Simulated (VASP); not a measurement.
Here is a VASP 6.6.1 calculation.

INCAR

```
PREC = Accurate ; ENCUT = 600
EDIFF = 1E-6 ; ISMEAR = 0
SIGMA = 0.01 ; LREAL = False
LASPH = True ; NELM = 120
ALGO = Normal ; ISIF = 2
LWAVE = False ; LCHARG = False
GGA = PE ; NBANDS = 11
GGA_COMPAT = False
```

File KPOINTS:

```
Automatic mesh
0
Gamma
  4 4 4
```

Contents of POSCAR:

```
MgO
1.0
    0.0000000000      2.0313250000      2.0313250000
    2.0313250000      0.0000000000      2.0313250000
    2.0313250000      2.0313250000      0.0000000000
Mg O
1 1
Direct
    0.0000000000      0.0000000000      0.0000000000
    0.5000000000      0.5000000000      0.5000000000
```

Potentials or basis: VASP PAW PBE potentials, release 64 (Mg, O).

The run is started by

```console
$ cat potpaw_PBE.64/Mg/POTCAR potpaw_PBE.64/O/POTCAR > POTCAR
$ mpirun -np 1 vasp_std > vasp.out
```

(1) Predict the pressure.

(2) What does it give for the band gap on the k mesh?

Results:

(1) 26.4 GPa.

(2) 5.85 eV, direct.

Caveat: the k points lie up to 0.67 Å⁻¹ apart.
